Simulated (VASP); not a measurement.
# Si2Mo (P4mm) in VASP: a series of runs, part 2 of 2

VASP 6.6.1. Earlier steps stand in the parts before.

### 3 Single point, PBEsol (the distance across one plane changed)

INCAR

```
SYSTEM = Si2Mo
PREC = Accurate ; ENCUT = 520
EDIFF = 1E-6 ; ISMEAR = 0
SIGMA = 0.15 ; LREAL = .FALSE.
LASPH = .TRUE. ; NELM = 80
ALGO = Normal ; ISIF = 2
LWAVE = .FALSE. ; LCHARG = .TRUE.
GGA = PS ; LELF = .TRUE.
LVHAR = .TRUE. ; NBANDS = 56
```

KPOINTS

```
Automatic mesh
0
G
  15 15 3
  0 0 0
```

POSCAR

```
Si2Mo
1.0
   -3.1900701689      0.0000000000      0.0000000000
    0.0000000000     -3.1900701689      0.0000000000
    0.0000000000      0.0000000000     17.6427680287
Si Mo
8 4
Direct
    0.0000000000      0.0000000000      0.8500916911
    0.5000000000      0.5000000000      0.6284319152
    0.0000000000      0.0000000000      0.4067721393
    0.5000000000      0.5000000000      0.1851123634
    0.0000000000      0.0000000000      0.1096951385
    0.5000000000      0.5000000000      0.7746744661
    0.0000000000      0.0000000000      0.5530146903
    0.5000000000      0.5000000000      0.3313549144
    0.5000000000      0.5000000000      0.4798934148
    1.0000000000      1.0000000000      0.2582336389
    0.5000000000      0.5000000000      0.0365738630
    1.0000000000      1.0000000000      0.7015531907
```

Potentials or basis: VASP PAW PBE potentials, release 64 (Si, Mo_sv).

The run is started by

```sh
cat potpaw_PBE.64/Si/POTCAR potpaw_PBE.64/Mo_sv/POTCAR > POTCAR
mpirun -np 1 vasp_std > vasp.out
```

OUTCAR:

```text
SYSTEM = Si2Mo
   PREC = Accurate
   ENCUT = 520
   EDIFF = 1E-6
   ISMEAR = 0
   LREAL = .FALSE.
   LASPH = .TRUE.
   NELM = 80
   ISIF = 2
   GGA = PS

 ion  position               nearest neighbor table
   1  0.000  0.000  0.850-   6 2.62   6 2.62   6 2.62   6 2.62  12 2.62
   2  0.500  0.500  0.628-   6 2.58  12 2.60  12 2.60  12 2.60  12 2.60   7 2.62   7 2.62   7 2.62
                             7 2.62   9 2.62
   3  0.000  0.000  0.407-   7 2.58   9 2.60   9 2.60   9 2.60   9 2.60   8 2.62   8 2.62   8 2.62
                             8 2.62  10 2.62
   4  0.500  0.500  0.185-   8 2.58  10 2.60  10 2.60  10 2.60  10 2.60   5 2.62   5 2.62   5 2.62
                             5 2.62  11 2.62
   5  0.000  0.000  0.110-  11 2.60  11 2.60  11 2.60  11 2.60   4 2.62   4 2.62   4 2.62   4 2.62
                            10 2.62
   6  0.500  0.500  0.775-   2 2.58  12 2.60  12 2.60  12 2.60  12 2.60   1 2.62   1 2.62   1 2.62
                             1 2.62
   7  0.000  0.000  0.553-   3 2.58   9 2.60   9 2.60   9 2.60   9 2.60   2 2.62   2 2.62   2 2.62
                             2 2.62  12 2.62
   8  0.500  0.500  0.331-   4 2.58  10 2.60  10 2.60  10 2.60  10 2.60   3 2.62   3 2.62   3 2.62
                             3 2.62   9 2.62
   9  0.500  0.500  0.480-   3 2.60   7 2.60   3 2.60   7 2.60   3 2.60   7 2.60   3 2.60   7 2.60
                             2 2.62   8 2.62
  10  0.000  0.000  0.258-   4 2.60   8 2.60   4 2.60   8 2.60   4 2.60   8 2.60   4 2.60   8 2.60
                             5 2.62   3 2.62
  11  0.500  0.500  0.037-   5 2.60   5 2.60   5 2.60   5 2.60   4 2.62
  12  0.000  0.000  0.702-   6 2.60   6 2.60   6 2.60   6 2.60   2 2.60   2 2.60   2 2.60   2 2.60
                             7 2.62   1 2.62

  LATTYP: Found a simple tetragonal cell.
 ALAT       =     3.1900701689
 C/A-ratio  =     5.5305266325

  Lattice vectors:

 A1 = (  -3.1900701689,   0.0000000000,   0.0000000000)
 A2 = (   0.0000000000,  -3.1900701689,   0.0000000000)
 A3 = (   0.0000000000,   0.0000000000,  17.6427680287)

Analysis of symmetry for initial positions (statically):
=====================================================================
 Subroutine PRICEL returns:
 Original cell was already a primitive cell.

 Routine SETGRP: Setting up the symmetry group for a
 simple tetragonal supercell.

 Subroutine GETGRP returns: Found  8 space group operations
 (whereof  8 operations were pure point group operations)
 out of a pool of 16 trial point group operations.

The static configuration has the point symmetry C_4v.

Analysis of symmetry for dynamics (positions and initial velocities):
=====================================================================
 Subroutine PRICEL returns:
 Original cell was already a primitive cell.

 Routine SETGRP: Setting up the symmetry group for a
 simple tetragonal supercell.

 Subroutine GETGRP returns: Found  8 space group operations
 (whereof  8 operations were pure point group operations)
 out of a pool of 16 trial point group operations.

The dynamic configuration has the point symmetry C_4v.

 Subroutine INISYM returns: Found  8 space group operations
 (whereof  8 operations are pure point group operations),
 and found     1 'primitive' translations

[... 94 lines left out ...]
  0.333333  0.200000  0.000000      8.000000
 [... further k-points ...]
   k-points           NKPTS =     72   k-points in BZ     NKDIM =     72   number of bands    NBANDS=     56
   number of dos      NEDOS =    301   number of ions     NIONS =     12
   total plane-waves  NPLWV =  80640
   dimension x,y,z NGX =    24 NGY =   24 NGZ =  140
   dimension x,y,z NGXF=    48 NGYF=   48 NGZF=  280
   ions per type =               8   4
   NGX,Y,Z   is equivalent  to a cutoff of  12.51, 12.51, 13.19 a.u.
   NGXF,Y,Z  is equivalent  to a cutoff of  25.01, 25.01, 26.38 a.u.
 SYSTEM =  Si2Mo
   PREC   = accura    normal or accurate (medium, high low for compatibility)
   ISTART =      0    job   : 0-new  1-cont  2-samecut
   ICHARG =      2    charge: 1-file 2-atom 10-const
   ISPIN  =      1    spin polarized calculation?
   LNONCOLLINEAR =      F non collinear calculations
   LSORBIT =      F    spin-orbit coupling
   LASPH  =      T    aspherical Exc in radial PAW
   ENCUT  =  520.0 eV  38.22 Ry    6.18 a.u.   5.93  5.93 32.80*2*pi/ulx,y,z
   NELM   =     80;   NELMIN=  2; NELMDL= -5     # of ELM steps
   EDIFF  = 0.1E-05   stopping-criterion for ELM
   LREAL  =      F    real-space projection
   EDIFFG = 0.1E-04   stopping-criterion for IOM
   NSW    =      0    number of steps for IOM
   IBRION =     -1    ionic relax: 0-MD 1-quasi-New 2-CG
   NFREE  =      0    steps in history (QN), initial steepest desc. (CG)
   ISIF   =      2    stress and relaxation
   ISYM   =      2    0-nonsym 1-usesym 2-fastsym
   POTIM  = 0.5000    time-step for ionic-motion
   TEBEG  =    0.0;   TEEND  =   0.0 temperature during run
   PSTRESS=    0.0 pullay stress
   NELECT =      88.0000    total number of electrons
   NUPDOWN=      -1.0000    fix difference up-down
   EMIN   =  10.00;   EMAX   =-10.00  energy-range for DOS
   EFERMI =   0.00;   METHOD = LEGACY
   ISMEAR =     0;   SIGMA  =   0.15  broadening in eV -4-tet -1-fermi 0-gaus
   EFERMI_NEDOS =   21; number of points for ismear=-14 and -15
   IALGO  =     38    algorithm
   IMIX   =      4    mixing-type and parameters
     AMIX     =   0.40;   BMIX     =  1.00
     AMIX_MAG =   1.60;   BMIX_MAG =  1.00
  volume/ion in A,a.u.               =      14.96       100.97
  Fermi-wavevector in a.u.,A,eV,Ry     =   1.290763  2.439189 22.668262  1.666070
  Thomas-Fermi vector in A             =   2.422575
   LORBIT       =      0    0 simple, 1 ext, 2 COOP (PROOUT), +10 PAW based schemes
   GGA     = PS    functional components
   LHFCALC =     F    Hartree Fock is set to
   AEXX    =    0.0000 exact exchange contribution
   IVDW    =     0    specifies the selected vdW correction
   LEPSILON=     F    determine dielectric tensor
   LRPA    =     F    only Hartree local field effects (RPA)
 non-spin polarized calculation
 Gauss-broadening in eV      SIGMA  =   0.15
  energy-cutoff  :      520.00
  volume of cell :      179.54
 maximum number of plane-waves:      4884
 NGX is ok and might be reduce to    24
   NGX = 11   NGY = 11   NGZ = 65

 number of electron      88.0000016 magnetization

 Free energy of the ion-electron system (eV)
  ---------------------------------------------------
  ext. energy  EPLUGINS =         0.00000000
  ---------------------------------------------------
  free energy    TOTEN  =       -95.96631652 eV

  energy without entropy =      -95.90877546  energy(sigma->0) =      -95.93754599

 E-fermi :  10.3617     XC(G=0): -11.8340

 val. band max:       10.3599076216   @ k =   0.2000   0.1333   0.0000
 cond. band min:      10.3661756887   @ k =   0.3333   0.2667   0.3333
 fundamental gap:      0.0062680672
 Fermi energy:        10.3617271521

 k-point     1 :       0.0000    0.0000    0.0000
  band No.  band energies     occupation
      1     -50.2559      2.00000
      2     -50.1405      2.00000
      3     -50.0986      2.00000
      4     -50.0463      2.00000
      5     -24.5178      2.00000
      6     -24.3602      2.00000
[... 1405 lines left out ...]
     55      13.9322      0.00000
     56      14.0723      0.00000

 [... further k-points ...]
[... 5 lines left out ...]
  --------------------------------------------------------------------------------------
  -------------------------------------------------------------------------------------
  Total       -4.8783702     -4.8783702     -3.9283045      0.0000000      0.0000000      0.0000000
  in kB      -43.5329541    -43.5329541    -35.0548842      0.0000000      0.0000000      0.0000000
  external PRESSURE =     -40.7069308 kB  Pullay stress =       0.0000000 kB

 VOLUME and BASIS-vectors are now :
 -----------------------------------------------------------------------------
  energy-cutoff  :      520.00
  volume of cell :      179.54
      direct lattice vectors                 reciprocal lattice vectors
    -3.190070169  0.000000000  0.000000000    -0.313472729  0.000000000  0.000000000
     0.000000000 -3.190070169  0.000000000     0.000000000 -0.313472729  0.000000000
     0.000000000  0.000000000 17.642768029     0.000000000  0.000000000  0.056680448

 POSITION                                       TOTAL-FORCE (eV/Angst)
 -----------------------------------------------------------------------------------
      0.00000      0.00000     14.99797        -0.000000      0.000000      0.807255
     -1.59504     -1.59504     11.08728        -0.000000      0.000000     -0.112030
      0.00000      0.00000      7.17659        -0.000000      0.000000     -0.102225
     -1.59504     -1.59504      3.26589        -0.000000     -0.000000     -0.769781
      0.00000      0.00000      1.93533        -0.000000      0.000000     -1.154954
     -1.59504     -1.59504     13.66740        -0.000000      0.000000      0.351596
      0.00000      0.00000      9.75671        -0.000000      0.000000     -0.045375
     -1.59504     -1.59504      5.84602        -0.000000      0.000000      0.024660
     -1.59504     -1.59504      8.46665         0.000000      0.000000      0.073907
      0.00000      0.00000      4.55596        -0.000000      0.000000      0.158705
     -1.59504     -1.59504      0.64526        -0.000000     -0.000000      0.837324
      0.00000      0.00000     12.37734        -0.000000      0.000000     -0.069082
 -----------------------------------------------------------------------------------
    total drift:                               -0.000000      0.000000      0.001273

  FREE ENERGIE OF THE ION-ELECTRON SYSTEM (eV)
  ---------------------------------------------------
  free  energy   TOTEN  =       -95.9663165183 eV

  energy  without entropy=      -95.9087754595  energy(sigma->0) =      -95.93754599
```

Wall time 6.7 min (1 thread of Intel Xeon 6975P-C (Granite Rapids), shared host); peak memory 0.61 GiB.

Results:

```yaml
Free_energy: -95.9663 eV
Pressure: -4.1 GPa
Largest_force: 1.155 eV/Å
Band_gap_on_the_k_mesh: zero (bands 44 and 45 overlap by 0.74 eV)
```

Forces in eV/Å, atoms in the order of the input:
```
Si   0.000  0.000  0.807
Si   0.000  0.000 -0.112
Si   0.000  0.000 -0.102
Si   0.000  0.000 -0.770
Si   0.000  0.000 -1.155
Si   0.000  0.000  0.352
Si   0.000  0.000 -0.045
Si   0.000  0.000  0.025
Mo   0.000  0.000  0.074
Mo   0.000  0.000  0.159
Mo   0.000  0.000  0.837
Mo   0.000  0.000 -0.069
```

Stress tensor (GPa, compression positive):
```
-4.35  0.00  0.00
 0.00 -4.35  0.00
 0.00  0.00 -3.51
```

Caveat: the cell differs from its parent crystal (the distance across one plane changed); the cell stands under tension; the PAW data sets were made with another functional, which shifts forces and pressure a little.
